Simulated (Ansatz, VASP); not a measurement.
# Be3Te2S: VASP beside Ansatz

```xyz
6
Lattice="-1.9520 5.8475 2.7455 1.9520 -5.8475 2.7455 1.9520 5.8475 -2.7455" Properties=species:S:1:pos:R:3 pbc="T T T"
S     0.0000    0.0000   -0.0008
Be    1.9520    0.0000    1.1440
Be    1.9520    4.0975    1.4935
Be    0.0000    1.7501    4.2390
Te    0.0000    3.9289   -0.0059
Te    0.0000    7.7661   -0.0059
```

Alike in both runs: task single point; functional PBE; k mesh 6 × 6 × 6; no spin polarisation.

```csv
,VASP,Ansatz
version,VASP 6.6.1,Ansatz 0.2.0
potentials or method,"VASP PAW PBE potentials, release 64 (S, Be, Te)","plane waves, PAW"
plane-wave cutoff (eV),520,420
occupations,"gaussian, width 0.01 eV",fixed
valence electrons in the cell,24,44
```

```csv
,VASP,Ansatz,Ansatz less VASP
gap on the k mesh at the Fermi level (eV),1.84,1.85,+0.008
pressure (GPa),-3.3,-3.4,-0.09
rms of the force components (eV/Å),0.033,0.035,+0.0027
```

VASP's potentials hold 24 valence electrons a cell and Ansatz's 44, so a difference there can come from the potentials and not from the codes.

Spin-orbit coupling is off throughout.
